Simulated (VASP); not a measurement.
Here is a VASP 6.6.1 calculation.

File INCAR:

```
PREC = Accurate
ENCUT = 520
EDIFF = 1E-8
ISMEAR = 0
SIGMA = 0.01
LREAL = F
LASPH = T
NELM = 80
ALGO = Normal
ISIF = 2
LWAVE = F
LCHARG = F
GGA = PE
IBRION = 8
NSW = 1
LEPSILON = T
```

KPOINTS

```
regular mesh
0
Gamma
  10 10 10
```

The input POSCAR:

```
SiC
1.0
    0.0000000000      2.1898629720      2.1898629720
    2.1898629720      0.0000000000      2.1898629720
    2.1898629720      2.1898629720      0.0000000000
Si C
1 1
Direct
    0.2500000000      0.2500000000      0.2500000000
    0.0000000000      0.0000000000      0.0000000000
```

Potentials or basis: VASP PAW PBE potentials, release 64 (Si, C).

Launch:

```bash
$ cat potpaw_PBE.64/Si/POTCAR potpaw_PBE.64/C/POTCAR > POTCAR
$ mpirun -np 1 vasp_std > vasp.out
```

Predict the electronic dielectric tensor (diagonal).

7.04.

Estimate the Born charges (mean of the diagonal).

Si +2.69; C -2.69 e.

What does it give for the highest phonon frequency at Γ, LO-TO splitting left out?

775 cm⁻¹.

Born effective charge tensors (e):
atom 1, Si
```
2.69 0.00 0.00
0.00 2.69 0.00
0.00 0.00 2.69
```
atom 2, C
```
-2.69  0.00  0.00
 0.00 -2.69  0.00
 0.00  0.00 -2.69
```
